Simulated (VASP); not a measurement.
# CdTe (Fm-3m) in VASP: a series of runs

Aim: see how the results for CdTe move with the level of theory and the settings. Levels: PBE, r2SCAN. Tasks: single point.

All numbers are computed with VASP 6.6.1; they aren't measurements. Logs are shortened: lines on timing, memory, paths and dates and some standing lists are left out, and cuts for length are marked.

## 1. The cell of the first run

The structure is cubic, space group Fm-3m (No. 225). The conventional cell has a = 6.089 Å, b = 6.089 Å, c = 6.089 Å, α = 90.00°, β = 90.00°, γ = 90.00°. Cd (site symmetry m-3m) has 6 Te at 3.04 Å within 4.0 Å. Within 4.0 Å of Te (site symmetry m-3m) lie 6 Cd at 3.04 Å.

## 2. Single point, PBE

INCAR

```
ALGO = Normal ; EDIFF = 1E-6
ENCUT = 520 ; GGA = PE
ISIF = 2 ; ISMEAR = -1
LASPH = T ; LCHARG = F
LREAL = F ; LWAVE = F
NBANDS = 16 ; NELM = 80
PREC = Accurate ; SIGMA = 0.02
```

KPOINTS

```
k-points
0
Gamma
  6 6 6
```

POSCAR

```
CdTe
1.0
    0.0000000000      3.0443556749      3.0443556749
    3.0443556749      0.0000000000      3.0443556749
    3.0443556749      3.0443556749      0.0000000000
Cd Te
1 1
Direct
    0.0000000000      0.0000000000      0.0000000000
    0.5000000000      0.5000000000      0.5000000000
```

Potentials or basis: VASP PAW PBE potentials, release 64 (Cd, Te).

Launch:

```sh
$ cat potpaw_PBE.64/Cd/POTCAR potpaw_PBE.64/Te/POTCAR > POTCAR
$ mpirun -np 1 vasp_std > vasp.out
```

OUTCAR:

```text
EDIFF = 1E-6
   ENCUT = 520
   GGA = PE
   ISIF = 2
   ISMEAR = -1
   LASPH = T
   LREAL = F
   NELM = 80
   PREC = Accurate

 ion  position               nearest neighbor table
   1  0.000  0.000  0.000-   2 3.04   2 3.04   2 3.04   2 3.04   2 3.04   2 3.04
   2  0.500  0.500  0.500-   1 3.04   1 3.04   1 3.04   1 3.04   1 3.04   1 3.04

  LATTYP: Found a face centered cubic cell.
 ALAT       =     6.0887113498

  Lattice vectors:

 A1 = (   0.0000000000,   3.0443556749,   3.0443556749)
 A2 = (   3.0443556749,   0.0000000000,   3.0443556749)
 A3 = (   3.0443556749,   3.0443556749,   0.0000000000)

Analysis of symmetry for initial positions (statically):
=====================================================================
 Subroutine PRICEL returns:
 Original cell was already a primitive cell.

 Routine SETGRP: Setting up the symmetry group for a
 face centered cubic supercell.

 Subroutine GETGRP returns: Found 48 space group operations
 (whereof 48 operations were pure point group operations)
 out of a pool of 48 trial point group operations.

The static configuration has the point symmetry O_h .

Analysis of symmetry for dynamics (positions and initial velocities):
=====================================================================
 Subroutine PRICEL returns:
 Original cell was already a primitive cell.

 Routine SETGRP: Setting up the symmetry group for a
 face centered cubic supercell.

 Subroutine GETGRP returns: Found 48 space group operations
 (whereof 48 operations were pure point group operations)
 out of a pool of 48 trial point group operations.

The dynamic configuration has the point symmetry O_h .

 Subroutine INISYM returns: Found 48 space group operations
 (whereof 48 operations are pure point group operations),
 and found     1 'primitive' translations

----------------------------------------------------------------------------------------

                                     Primitive cell

  volume of cell :      56.4308

  direct lattice vectors                    reciprocal lattice vectors
[... 70 lines left out ...]
   ISTART =      0    job   : 0-new  1-cont  2-samecut
   ICHARG =      2    charge: 1-file 2-atom 10-const
   ISPIN  =      1    spin polarized calculation?
   LNONCOLLINEAR =      F non collinear calculations
   LSORBIT =      F    spin-orbit coupling
   LASPH  =      T    aspherical Exc in radial PAW
   ENCUT  =  520.0 eV  38.22 Ry    6.18 a.u.   8.01  8.01  8.01*2*pi/ulx,y,z
   NELM   =     80;   NELMIN=  2; NELMDL= -5     # of ELM steps
   EDIFF  = 0.1E-05   stopping-criterion for ELM
   LREAL  =      F    real-space projection
   EDIFFG = 0.1E-04   stopping-criterion for IOM
   NSW    =      0    number of steps for IOM
   IBRION =     -1    ionic relax: 0-MD 1-quasi-New 2-CG
   NFREE  =      0    steps in history (QN), initial steepest desc. (CG)
   ISIF   =      2    stress and relaxation
   ISYM   =      2    0-nonsym 1-usesym 2-fastsym
   POTIM  = 0.5000    time-step for ionic-motion
   TEBEG  =    0.0;   TEEND  =   0.0 temperature during run
   PSTRESS=    0.0 pullay stress
   NELECT =      18.0000    total number of electrons
   NUPDOWN=      -1.0000    fix difference up-down
   EMIN   =  10.00;   EMAX   =-10.00  energy-range for DOS
   EFERMI =   0.00;   METHOD = LEGACY
   ISMEAR =    -1;   SIGMA  =   0.02  broadening in eV -4-tet -1-fermi 0-gaus
   EFERMI_NEDOS =   21; number of points for ismear=-14 and -15
   IALGO  =     38    algorithm
   IMIX   =      4    mixing-type and parameters
     AMIX     =   0.40;   BMIX     =  1.00
     AMIX_MAG =   1.60;   BMIX_MAG =  1.00
  volume/ion in A,a.u.               =      28.22       190.41
  Fermi-wavevector in a.u.,A,eV,Ry     =   1.118563  2.113777 17.023367  1.251182
  Thomas-Fermi vector in A             =   2.255195
   LORBIT       =      0    0 simple, 1 ext, 2 COOP (PROOUT), +10 PAW based schemes
   GGA     = PE    functional components
   LHFCALC =     F    Hartree Fock is set to
   AEXX    =    0.0000 exact exchange contribution
   IVDW    =     0    specifies the selected vdW correction
   LEPSILON=     F    determine dielectric tensor
   LRPA    =     F    only Hartree local field effects (RPA)
 non-spin polarized calculation
  energy-cutoff  :      520.00
  volume of cell :       56.43
 maximum number of plane-waves:      1536
   NGX = 17   NGY = 17   NGZ = 17

 number of electron      18.0000002 magnetization

 Free energy of the ion-electron system (eV)
  ---------------------------------------------------
  ext. energy  EPLUGINS =         0.00000000
  ---------------------------------------------------
  free energy    TOTEN  =        -4.41948714 eV

  energy without entropy =       -4.41715969  energy(sigma->0) =       -4.41832341

 E-fermi :   4.0978     XC(G=0):  -9.7507

 val. band max:        4.0825787874   @ k =   0.3333   0.3333   0.0000
 cond. band min:       4.1047529571   @ k =  -0.1667   0.1667   0.0000
 fundamental gap:      0.0221741697
 Fermi energy:         4.0978461260

 k-point     1 :       0.0000    0.0000    0.0000
  band No.  band energies     occupation
      1      -7.5980      2.00000
      2      -4.3212      2.00000
      3      -4.3212      2.00000
      4      -4.2817      2.00000
      5      -4.2817      2.00000
      6      -4.2817      2.00000
[... 281 lines left out ...]
      3      -4.3136      2.00000
      4      -4.2200      2.00000
      5      -4.1574      2.00000
      6      -3.5932      2.00000
[... 8 lines left out ...]
     15      15.3326      0.00000
     16      17.0936      0.00000

------------------------ aborting loop because EDIFF is reached ----------------------------------------

  FORCE on cell =-STRESS in cart. coord.  units (eV):
  Direction    XX          YY          ZZ          XY          YZ          ZX
  --------------------------------------------------------------------------------------
  -------------------------------------------------------------------------------------
  Total        0.4026187      0.4026187      0.4026187      0.0000000      0.0000000      0.0000000
  in kB       11.4311082     11.4311082     11.4311082      0.0000000      0.0000000      0.0000000
  external PRESSURE =      11.4311082 kB  Pullay stress =       0.0000000 kB

 VOLUME and BASIS-vectors are now :
 -----------------------------------------------------------------------------
  energy-cutoff  :      520.00
  volume of cell :       56.43
      direct lattice vectors                 reciprocal lattice vectors
     0.000000000  3.044355675  3.044355675    -0.164238365  0.164238365  0.164238365
     3.044355675  0.000000000  3.044355675     0.164238365 -0.164238365  0.164238365
     3.044355675  3.044355675  0.000000000     0.164238365  0.164238365 -0.164238365

 POSITION                                       TOTAL-FORCE (eV/Angst)
 -----------------------------------------------------------------------------------
      0.00000      0.00000      0.00000         0.000000      0.000000      0.000000
      3.04436      3.04436      3.04436        -0.000000     -0.000000     -0.000000
 -----------------------------------------------------------------------------------
    total drift:                                0.000000     -0.000000     -0.000000

  FREE ENERGIE OF THE ION-ELECTRON SYSTEM (eV)
  ---------------------------------------------------
  free  energy   TOTEN  =        -4.4194871361 eV

  energy  without entropy=       -4.4171596895  energy(sigma->0) =       -4.41832341
```

OSZICAR:

```text
N       E                     dE             d eps       ncg     rms          rms(c)
DAV:   1     0.103020088778E+03    0.10302E+03   -0.85789E+03   512   0.101E+03
DAV:   2    -0.125172779041E+01   -0.10427E+03   -0.99069E+02   624   0.242E+02
DAV:   3    -0.467446116582E+01   -0.34227E+01   -0.34184E+01   680   0.455E+01
DAV:   4    -0.469893082269E+01   -0.24470E-01   -0.24468E-01   680   0.344E+00
DAV:   5    -0.469921022240E+01   -0.27940E-03   -0.27940E-03   680   0.251E-01    0.557E+00
DAV:   6    -0.443953245464E+01    0.25968E+00   -0.40549E-01   576   0.741E+00    0.463E+00
DAV:   7    -0.441991462622E+01    0.19618E-01   -0.10278E-01   584   0.221E+00    0.174E+00
DAV:   8    -0.441981084868E+01    0.10378E-03   -0.15273E-02   576   0.146E+00    0.504E-01
DAV:   9    -0.441965707125E+01    0.15378E-03   -0.28259E-03   584   0.628E-01    0.930E-02
DAV:  10    -0.441947663151E+01    0.18044E-03   -0.38103E-04   592   0.217E-01    0.555E-02
DAV:  11    -0.441948547348E+01   -0.88420E-05   -0.73668E-05   624   0.543E-02    0.195E-02
DAV:  12    -0.441950194862E+01   -0.16475E-04   -0.58433E-05   520   0.522E-02    0.207E-02
DAV:  13    -0.441948699341E+01    0.14955E-04   -0.24113E-05   528   0.362E-02    0.332E-03
DAV:  14    -0.441948713615E+01   -0.14274E-06   -0.15159E-06   616   0.801E-03
   1 F= -.44194871E+01 E0= -.44183234E+01  d E =-.232745E-02
```

stdout:

```text
POSCAR found type information on POSCAR CdTe
 POSCAR found :  2 types and       2 ions
 scaLAPACK will be used
 LDA part: xc-table for (Slater+PW92), standard interpolation
 POSCAR, INCAR and KPOINTS ok, starting setup
 FFT: planning ... GRIDC
 FFT: planning ... GRID_SOFT
 FFT: planning ... GRID
 WAVECAR not read
 entering main loop
```

Run time: 9.4 s. Hardware: 1 thread of AMD EPYC 9R14 (Zen 4), shared host; peak memory 0.15 GiB.

What came out:

| Quantity | Value |
| --- | --- |
| Free energy | -4.4195 eV |
| Pressure | 1.1 GPa |
| Band gap on the k mesh | zero (band 9 reaches 4.10 eV, above the bottom of band 10 at 2.73 eV) |

Caveat: spin-orbit coupling is left out, which moves the levels of the heavy elements.

## 3. Single point, PBE

INCAR

```
SYSTEM = CdTe
  PREC = Accurate
  ENCUT = 520
  EDIFF = 1E-7
  ISMEAR = -1
  SIGMA = 0.02
  LREAL = .FALSE.
  LASPH = .TRUE.
  NELM = 60
  ALGO = Normal
  ISIF = 2
  LWAVE = .FALSE.
  LCHARG = .TRUE.
  GGA = PE
  LELF = .TRUE.
  LVHAR = .TRUE.
  NBANDS = 16
```

KPOINTS

```
Automatic mesh
0
G
  6 6 6
  0 0 0
```

POSCAR is that of step 2.

Potentials or basis: VASP PAW PBE potentials, release 64 (Cd, Te).

Launch:

```sh
$ cat potpaw_PBE.64/Cd/POTCAR potpaw_PBE.64/Te/POTCAR > POTCAR
$ mpirun -np 1 vasp_std > vasp.out
```

It took 11 s on 1 thread of AMD EPYC 9R14 (Zen 4), shared host; peak memory 0.15 GiB.

It converged, with:

- Free energy: -4.4195 eV
- Pressure: 1.1 GPa
- Band gap on the k mesh: zero (band 9 reaches 4.10 eV, above the bottom of band 10 at 2.73 eV)

Levels at points of the mesh, in eV from the Fermi level:
```csv
k point,band 5,band 6,band 7,band 8,band 9,band 10,band 11,band 12,band 13,band 14
"(0.00, 0.00, 0.00)",-8.38,-8.38,-0.52,-0.52,-0.52,0.30,7.04,7.04,7.04,7.67
"(0.50, 0.00, 0.00)",-8.29,-8.29,-5.26,-0.09,-0.09,2.66,3.91,3.91,4.72,10.14
"(0.50, 0.50, 0.00)",-8.26,-7.57,-4.20,-2.15,-2.15,-1.36,4.18,9.15,9.15,9.83
```

Caveat: spin-orbit coupling is left out, which moves the levels of the heavy elements.

## 4. Single point, r2SCAN

POSCAR is that of step 3.

INCAR.step1

```
PREC = Accurate
ENCUT = 520
ISMEAR = -1
SIGMA = 0.02
LREAL = False
LASPH = True
NELM = 60
NBANDS = 16
GGA = PE
ALGO = Normal
EDIFF = 1E-4
LWAVE = True
LCHARG = False
```

INCAR.step2

```
PREC = Accurate
ENCUT = 520
EDIFF = 1E-6
ISMEAR = -1
SIGMA = 0.02
LREAL = False
LASPH = True
NELM = 60
ALGO = Normal
ISIF = 2
LWAVE = False
LCHARG = False
METAGGA = R2SCAN
LMIXTAU = True
NBANDS = 16
ISTART = 1
```

KPOINTS

```
regular mesh
0
Gamma
  6 6 6
```

Launch:

```sh
$ cat potpaw_PBE.64/Cd/POTCAR potpaw_PBE.64/Te/POTCAR > POTCAR
$ cp INCAR.step1 INCAR
$ mpirun -np 1 vasp_std > vasp.out
$ cp INCAR.step2 INCAR
$ mpirun -np 1 vasp_std > vasp.out
```

Wall time 36 s (1 thread of AMD EPYC 9R14 (Zen 4), shared host); peak memory 0.16 GiB.

Results (log left out):

```yaml
Free_energy: -46.2923 eV
Pressure: 0.2 GPa
Band_gap_on_the_k_mesh: zero (band 9 reaches 3.90 eV, above the bottom of band 10 at 2.85 eV)
```

Levels at points of the mesh, in eV from the Fermi level:
| k point | band 6 | band 7 | band 8 | band 9 | band 10 | band 11 | band 12 | band 13 |
| --- | --- | --- | --- | --- | --- | --- | --- | --- |
| (0.00, 0.00, 0.00) | -8.75 | -0.55 | -0.55 | -0.55 | 0.87 | 7.46 | 7.46 | 7.46 |
| (0.50, 0.00, 0.00) | -8.66 | -5.36 | -0.12 | -0.12 | 3.15 | 4.30 | 4.30 | 5.19 |
| (0.50, 0.50, 0.00) | -7.86 | -4.30 | -2.22 | -2.22 | -1.07 | 4.51 | 9.89 | 9.89 |

Caveat: the PAW data sets were made with another functional, which shifts forces and pressure a little; spin-orbit coupling is left out, which moves the levels of the heavy elements.
